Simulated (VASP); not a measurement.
# NaCl (F-43m) in VASP: settings compared, part 2 of 2

VASP 6.6.1. The steps go on from the part before.

### 4 Vibrations by perturbation theory, PBE

Input file INCAR:

```
PREC     = Accurate       # precision mode
ENCUT    = 520            # plane-wave cutoff, eV
EDIFF    = 1E-8           # SCF threshold, eV
ISMEAR   = 0              # smearing method
SIGMA    = 0.01           # smearing width, eV
LREAL    = F              # projectors in reciprocal space
LASPH    = T              # aspherical terms in the spheres
NELM     = 100            # most SCF steps
ALGO     = Normal         # electronic algorithm
ISIF     = 2              # what is computed and relaxed
LWAVE    = F              # write WAVECAR
LCHARG   = T              # write CHGCAR
GGA      = PE             # functional
NBANDS   = 14             # bands
IBRION   = 8              # ionic algorithm
NSW      = 1              # ionic steps
LEPSILON = T              # dielectric tensor by DFPT
```

Input file KPOINTS:

```
regular mesh
0
Gamma
  8 8 8
```

Input file POSCAR:

```
NaCl
1.0
    0.0000000000      3.1272075937      3.1272075937
    3.1272075937      0.0000000000      3.1272075937
    3.1272075937      3.1272075937      0.0000000000
Na Cl
1 1
Direct
    0.7500000000      0.7500000000      0.7500000000
    0.5000000000      0.5000000000      0.5000000000
```

Potentials or basis: VASP PAW PBE potentials, release 64 (Na_pv, Cl).

Started as:

```console
cat potpaw_PBE.64/Na_pv/POTCAR potpaw_PBE.64/Cl/POTCAR > POTCAR
mpirun -np 1 vasp_std > vasp.out
```

OUTCAR:

```text
PREC = Accurate
   ENCUT = 520
   EDIFF = 1E-8
   ISMEAR = 0
   LREAL = F
   LASPH = T
   NELM = 100
   ISIF = 2
   GGA = PE
   IBRION = 8
   NSW = 1
   LEPSILON = T

 ion  position               nearest neighbor table
   1  0.750  0.750  0.750-   2 2.71   2 2.71   2 2.71   2 2.71
   2  0.500  0.500  0.500-   1 2.71   1 2.71   1 2.71   1 2.71

  LATTYP: Found a face centered cubic cell.
[... 737 lines left out ...]
      4.690811  4.690811  4.690811    -0.780974    0.000000    0.000000
      3.127208  3.127208  3.127208     0.624563    0.000000    0.000000
[... 21 lines left out ...]
   6 f/i=    0.018904 THz     0.118779 2PiTHz    0.630580 cm-1     0.078182 meV
             X         Y         Z           dx          dy          dz
      4.690811  4.690811  4.690811     0.000000    0.000000   -0.624563
      3.127208  3.127208  3.127208     0.000000    0.000000   -0.780974

--------------------------------------------------------------------------------------------------------

 MACROSCOPIC STATIC DIELECTRIC TENSOR IONIC CONTRIBUTION
 ------------------------------------------------------
           1.686811     0.000000     0.000000
           0.000000     1.686811     0.000000
           0.000000     0.000000     1.686811
 ------------------------------------------------------

 ELASTIC MODULI CONTR FROM IONIC RELAXATION (kBar)
 Direction    XX          YY          ZZ          XY          YZ          ZX
 --------------------------------------------------------------------------------
 XX           0.0000      0.0000      0.0000      0.0000      0.0000      0.0000
 YY           0.0000      0.0000      0.0000      0.0000      0.0000      0.0000
 ZZ           0.0000      0.0000      0.0000      0.0000      0.0000      0.0000
 XY           0.0000      0.0000      0.0000    -89.9926      0.0000      0.0000
 YZ           0.0000      0.0000      0.0000      0.0000    -89.9926      0.0000
 ZX           0.0000      0.0000      0.0000      0.0000      0.0000    -89.9926
 --------------------------------------------------------------------------------

 PIEZOELECTRIC TENSOR IONIC CONTR  for field in x, y, z        (C/m^2)
          XX          YY          ZZ          XY          YZ          ZX
  --------------------------------------------------------------------------------
  x     0.00000     0.00000     0.00000    -0.00000    -0.36661    -0.00000
  y     0.00000     0.00000     0.00000    -0.00000    -0.00000    -0.36661
  z     0.00000     0.00000     0.00000    -0.36661     0.00000     0.00000
```

OSZICAR:

```text
N       E                     dE             d eps       ncg     rms          rms(c)
DAV:   1     0.981540156588E+02    0.98154E+02   -0.70116E+03   812   0.940E+02
DAV:   2     0.341620924355E+01   -0.94738E+02   -0.86877E+02   904   0.233E+02
DAV:   3    -0.674747636915E+01   -0.10164E+02   -0.10103E+02  1058   0.730E+01
DAV:   4    -0.695114790677E+01   -0.20367E+00   -0.20355E+00   962   0.117E+01
DAV:   5    -0.695587658854E+01   -0.47287E-02   -0.47281E-02  1062   0.178E+00    0.235E+00
[... 179 lines left out ...]
RMM:  12    -0.199120076278E+00   -0.54551E-07    0.70556E-07  5753   0.268E-05    0.683E-06
RMM:  13    -0.199120037483E+00    0.38795E-07    0.48651E-08  5451   0.103E-05    0.451E-06
RMM:  14    -0.199120012182E+00    0.25301E-07   -0.57253E-08  5128   0.646E-06    0.103E-06
RMM:  15    -0.199119995776E+00    0.16405E-07   -0.53129E-08  5043   0.403E-06    0.366E-07
RMM:  16    -0.199119995203E+00    0.57378E-09   -0.89908E-09  3906   0.305E-06    0.168E-07
 Linear response finished
```

Run time: 8.7 min. Hardware: 1 thread of Intel Xeon Platinum 8488C (Sapphire Rapids), shared host; peak memory 0.36 GiB.

Results:

- Electronic dielectric tensor (diagonal): 2.07
- Born charges (mean of the diagonal): Na +1.01; Cl -1.01 e
- Highest phonon frequency at Γ, LO-TO splitting left out: 187 cm⁻¹

Phonon frequencies in cm⁻¹ (negative: imaginary):
```
              q point           frequencies
(0.000, 0.000, 0.000)  -1 -1 -1 187 187 187
```

Electronic dielectric tensor:
```
2.07 0.00 0.00
0.00 2.07 0.00
0.00 0.00 2.07
```

Born effective charge tensors (e):
atom 1, Na
```
1.01 0.00 0.00
0.00 1.01 0.00
0.00 0.00 1.01
```
atom 2, Cl
```
-1.01  0.00  0.00
 0.00 -1.01  0.00
 0.00  0.00 -1.01
```
